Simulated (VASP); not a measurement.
Crystal: Sc3Ge.

```
Sc Ge
1.0
     0.00000    3.33003    3.33003
     3.33003    0.00000    3.33003
     3.33003    3.33003    0.00000
Sc Ge
3 1
Direct
  0.00000 0.00000 0.00000
  0.25000 0.25000 0.25000
  0.75000 0.75000 0.75000
  0.50000 0.50000 0.50000
```

| Property | Result |
| --- | --- |
| Program | VASP 6.6.1 |
| Task | relaxation of cell and atoms |
| Functional | PBE |
| Potentials or basis | VASP PAW PBE potentials, release 64 (Sc_sv, Ge_d) |
| Cutoff | 600 eV |
| k mesh | 4 × 4 × 4 |
| Occupations | gaussian, width 0.1 eV |
| Spin | no spin polarisation |

At the start: pressure 8.7 GPa; volume 18.46 Å³/atom.

Problem. Where does the relaxation end?

Solution. Over 3 steps the energy falls by 51.9 meV/atom and the volume is 20.55 Å³/atom (+11.3 %); space group Fm-3m (No. 225, to 0.05 Å).

Step by step:
| step | energy change (eV) | largest force (eV/Å) | pressure (GPa) | volume (Å³) |
| --- | --- | --- | --- | --- |
| 1 | 0.0000 | 0.0000 | 8.71 | 73.85 |
| 2 | -0.1888 | 0.0000 | -2.10 | 85.11 |
| 3 | -0.2078 | 0.0000 | 0.11 | 82.19 |

Final structure:
```
Sc Ge
1.0
     0.00000    3.45088    3.45088
     3.45088    0.00000    3.45088
     3.45088    3.45088    0.00000
Sc Ge
3 1
Direct
  0.00000 0.00000 0.00000
  0.25000 0.25000 0.25000
  0.75000 0.75000 0.75000
  0.50000 0.50000 0.50000
```

Caveat: the k points lie up to 0.39 Å⁻¹ apart in the final cell.
